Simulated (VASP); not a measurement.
# Ag (I4/mmm) in VASP: a series of runs, part 2 of 2

VASP 6.6.1. The steps go on from the part before.

## (3) Single point, PBEsol (strain -0.040 along x and y, -0.080 along z)

File INCAR:

```
PREC     = Accurate       # precision mode
ENCUT    = 520            # plane-wave cutoff, eV
EDIFF    = 1E-6           # SCF threshold, eV
ISMEAR   = 0              # smearing method
SIGMA    = 0.15           # smearing width, eV
LREAL    = F              # projectors in reciprocal space
LASPH    = T              # aspherical terms in the spheres
NELM     = 80             # most SCF steps
ALGO     = Fast           # electronic algorithm
ISIF     = 2              # what is computed and relaxed
LWAVE    = F              # write WAVECAR
LCHARG   = T              # write CHGCAR
GGA      = PS             # functional
LELF     = T              # ELF
LVHAR    = T            
NBANDS   = 12             # bands
```

File KPOINTS:

```
Automatic mesh
0
Gamma
  20 20 20
```

File POSCAR:

```
Ag
1.0
    0.0000000000      1.9613760000      1.8796520000
    1.9613760000      0.0000000000      1.8796520000
    1.9613760000      1.9613760000      0.0000000000
Ag
1
Direct
    0.0000000000      0.0000000000      0.0000000000
```

Potentials or basis: VASP PAW PBE potentials, release 64 (Ag).

Launch:

```sh
$ cat potpaw_PBE.64/Ag/POTCAR > POTCAR
$ mpirun -np 1 vasp_std > vasp.out
```

OUTCAR:

```text
PREC = Accurate
   ENCUT = 520
   EDIFF = 1E-6
   ISMEAR = 0
   LREAL = F
   LASPH = T
   NELM = 80
   ISIF = 2
   GGA = PS

 ion  position               nearest neighbor table
   1  0.000  0.000  0.000-

  LATTYP: Found a body centered tetragonal cell.
 ALAT       =     2.7738045401
 C/A-ratio  =     1.3552879973

  Lattice vectors:

 A1 = (   0.0000000000,  -1.9613760000,  -1.8796520000)
 A2 = (   0.0000000000,   1.9613760000,  -1.8796520000)
 A3 = (   1.9613760000,   0.0000000000,   1.8796520000)

Analysis of symmetry for initial positions (statically):
=====================================================================
 Subroutine PRICEL returns:
 Original cell was already a primitive cell.

 Routine SETGRP: Setting up the symmetry group for a
 body centered tetragonal supercell.

 Subroutine GETGRP returns: Found 16 space group operations
 (whereof 16 operations were pure point group operations)
 out of a pool of 16 trial point group operations.

The static configuration has the point symmetry D_4h.

Analysis of symmetry for dynamics (positions and initial velocities):
=====================================================================
 Subroutine PRICEL returns:
 Original cell was already a primitive cell.

 Routine SETGRP: Setting up the symmetry group for a
 body centered tetragonal supercell.

 Subroutine GETGRP returns: Found 16 space group operations
 (whereof 16 operations were pure point group operations)
 out of a pool of 16 trial point group operations.

The dynamic configuration has the point symmetry D_4h.

 Subroutine INISYM returns: Found 16 space group operations
 (whereof 16 operations are pure point group operations),
 and found     1 'primitive' translations

----------------------------------------------------------------------------------------

                                     Primitive cell

  volume of cell :      14.4620

  direct lattice vectors                    reciprocal lattice vectors
     0.000000000  1.961376000  1.879652000    -0.254923074  0.254923074  0.266006686
     1.961376000  0.000000000  1.879652000     0.254923074 -0.254923074  0.266006686
     1.961376000  1.961376000  0.000000000     0.254923074  0.254923074 -0.266006686

  length of vectors
     2.716631638  2.716631638  2.773804540     0.448030250  0.448030250  0.448030250

  position of ions in fractional coordinates (direct lattice)
     0.000000000  0.000000000  0.000000000

  ion indices of the primitive-cell ions
   primitive index   ion index
                 1           1

----------------------------------------------------------------------------------------

 KPOINTS: Automatic mesh

Automatic generation of k-mesh.
 Grid dimensions read from file:
 generate k-points for:   20   20   20

 Generating k-lattice:

  Cartesian coordinates                     Fractional coordinates (reciprocal lattice)
    -0.012746154  0.012746154  0.013300334     0.050000000 -0.000000000  0.000000000
     0.012746154 -0.012746154  0.013300334    -0.000000000  0.050000000  0.000000000
     0.012746154  0.012746154 -0.013300334     0.000000000  0.000000000  0.050000000

  Length of vectors
     0.022401513  0.022401513  0.022401513

  Shift w.r.t. Gamma in fractional coordinates (k-lattice)
     0.000000000  0.000000000  0.000000000

 Subroutine IBZKPT returns following result:
 ===========================================

 Found    641 irreducible k-points:

 Following reciprocal coordinates:
            Coordinates               Weight
  0.000000  0.000000  0.000000      1.000000
  0.050000 -0.000000  0.000000      8.000000
  0.100000  0.000000  0.000000      8.000000
  0.150000  0.000000  0.000000      8.000000
  0.200000  0.000000  0.000000      8.000000
  0.250000  0.000000  0.000000      8.000000
[... 16 lines left out ...]
 -0.400000  0.050000  0.000000      8.000000
 -0.350000  0.050000  0.000000      8.000000
 [... further k-points ...]
   k-points           NKPTS =    641   k-points in BZ     NKDIM =    641   number of bands    NBANDS=     12
   number of dos      NEDOS =    301   number of ions     NIONS =      1
   total plane-waves  NPLWV =   9600
   dimension x,y,z NGX =    20 NGY =   20 NGZ =   24
   dimension x,y,z NGXF=    40 NGYF=   40 NGZF=   48
   ions per type =               1
   NGX,Y,Z   is equivalent  to a cutoff of  12.24, 12.24, 14.38 a.u.
   NGXF,Y,Z  is equivalent  to a cutoff of  24.48, 24.48, 28.77 a.u.
 SYSTEM =  unknown system
   PREC   = accura    normal or accurate (medium, high low for compatibility)
   ISTART =      0    job   : 0-new  1-cont  2-samecut
   ICHARG =      2    charge: 1-file 2-atom 10-const
   ISPIN  =      1    spin polarized calculation?
   LNONCOLLINEAR =      F non collinear calculations
   LSORBIT =      F    spin-orbit coupling
   LASPH  =      T    aspherical Exc in radial PAW
   ENCUT  =  520.0 eV  38.22 Ry    6.18 a.u.   5.05  5.05  5.16*2*pi/ulx,y,z
   NELM   =     80;   NELMIN=  2; NELMDL= -5     # of ELM steps
   EDIFF  = 0.1E-05   stopping-criterion for ELM
   LREAL  =      F    real-space projection
   EDIFFG = 0.1E-04   stopping-criterion for IOM
   NSW    =      0    number of steps for IOM
   IBRION =     -1    ionic relax: 0-MD 1-quasi-New 2-CG
   NFREE  =      0    steps in history (QN), initial steepest desc. (CG)
   ISIF   =      2    stress and relaxation
   ISYM   =      2    0-nonsym 1-usesym 2-fastsym
   POTIM  = 0.5000    time-step for ionic-motion
   TEBEG  =    0.0;   TEEND  =   0.0 temperature during run
   PSTRESS=    0.0 pullay stress
   NELECT =      11.0000    total number of electrons
   NUPDOWN=      -1.0000    fix difference up-down
   EMIN   =  10.00;   EMAX   =-10.00  energy-range for DOS
   EFERMI =   0.00;   METHOD = LEGACY
   ISMEAR =     0;   SIGMA  =   0.15  broadening in eV -4-tet -1-fermi 0-gaus
   EFERMI_NEDOS =   21; number of points for ismear=-14 and -15
   IALGO  =     68    algorithm
   IMIX   =      4    mixing-type and parameters
     AMIX     =   0.40;   BMIX     =  1.00
     AMIX_MAG =   1.60;   BMIX_MAG =  1.00
  volume/ion in A,a.u.               =      14.46        97.59
  Fermi-wavevector in a.u.,A,eV,Ry     =   1.494386  2.823979 30.384372  2.233188
  Thomas-Fermi vector in A             =   2.606665
   LORBIT       =      0    0 simple, 1 ext, 2 COOP (PROOUT), +10 PAW based schemes
   GGA     = PS    functional components
   LHFCALC =     F    Hartree Fock is set to
   AEXX    =    0.0000 exact exchange contribution
   IVDW    =     0    specifies the selected vdW correction
   LEPSILON=     F    determine dielectric tensor
   LRPA    =     F    only Hartree local field effects (RPA)
 non-spin polarized calculation
 RMM-DIIS sequential band-by-band and
 Gauss-broadening in eV      SIGMA  =   0.15
  energy-cutoff  :      520.00
  volume of cell :       14.46
 maximum number of plane-waves:       404
   NGX =  9   NGY =  9   NGZ = 11

 number of electron      11.0000002 magnetization

 Free energy of the ion-electron system (eV)
  ---------------------------------------------------
  ext. energy  EPLUGINS =         0.00000000
  ---------------------------------------------------
  free energy    TOTEN  =        -3.16503637 eV

  energy without entropy =       -3.16249162  energy(sigma->0) =       -3.16376400

 E-fermi :  10.7738     XC(G=0): -13.4223

 val. band max:       10.7626300937   @ k =   0.5000   0.1000   0.2500
 cond. band min:      10.7898800140   @ k =   0.4500   0.2500   0.0000
 fundamental gap:      0.0272499203
 Fermi energy:        10.7737518480

 k-point     1 :       0.0000    0.0000    0.0000
  band No.  band energies     occupation
      1       1.6106      2.00000
      2       5.1871      2.00000
      3       5.1871      2.00000
      4       5.5200      2.00000
      5       6.5012      2.00000
      6       6.8600      2.00000
      7      27.0105      0.00000
      8      31.2363      0.00000
      9      31.2363      0.00000
     10      32.1614      0.00000
     11      36.8381      0.00000
     12      38.8135      0.00000
[... 331 lines left out ...]
 k-point    24 :      -0.3500    0.0500    0.0000
  band No.  band energies     occupation
      1       3.3637      2.00000
      2       5.2516      2.00000
      3       5.5114      2.00000
      4       6.8938      2.00000
      5       7.2980      2.00000
      6       8.1054      2.00000
      7      18.7098      0.00000
      8      26.8501      0.00000
      9      30.3762      0.00000
     10      31.4108      0.00000
     11      35.2460      0.00000
     12      35.8439      0.00000

 [... further k-points ...]
[... 5 lines left out ...]
  --------------------------------------------------------------------------------------
  -------------------------------------------------------------------------------------
  Total        2.1522889      2.1522889      2.3636228      0.0000000     -0.0000000      0.0000000
  in kB      238.4415805    238.4415805    261.8542296      0.0000000     -0.0000000      0.0000000
  external PRESSURE =     246.2457969 kB  Pullay stress =       0.0000000 kB

 VOLUME and BASIS-vectors are now :
 -----------------------------------------------------------------------------
  energy-cutoff  :      520.00
  volume of cell :       14.46
      direct lattice vectors                 reciprocal lattice vectors
     0.000000000  1.961376000  1.879652000    -0.254923074  0.254923074  0.266006686
     1.961376000  0.000000000  1.879652000     0.254923074 -0.254923074  0.266006686
     1.961376000  1.961376000  0.000000000     0.254923074  0.254923074 -0.266006686

 POSITION                                       TOTAL-FORCE (eV/Angst)
 -----------------------------------------------------------------------------------
      0.00000      0.00000      0.00000         0.000000      0.000000      0.000000
 -----------------------------------------------------------------------------------
    total drift:                                0.000000     -0.000000     -0.000000

  FREE ENERGIE OF THE ION-ELECTRON SYSTEM (eV)
  ---------------------------------------------------
  free  energy   TOTEN  =        -3.1650363730 eV

  energy  without entropy=       -3.1624916205  energy(sigma->0) =       -3.16376400
```

Run time: 44 s. Hardware: 1 thread of AMD EPYC 9R45 (Zen 5), shared host; peak memory 0.18 GiB.

Results:

| Property | Result |
| --- | --- |
| Free energy | -3.1650 eV |
| Pressure | 24.6 GPa |

Stress tensor (GPa, compression positive):
```
23.84  0.00  0.00
 0.00 23.84  0.00
 0.00  0.00 26.19
```

Caveat: the cell differs from its parent crystal (strain -0.040 along x and y, -0.080 along z); the PAW data sets were made with another functional, which shifts forces and pressure a little.
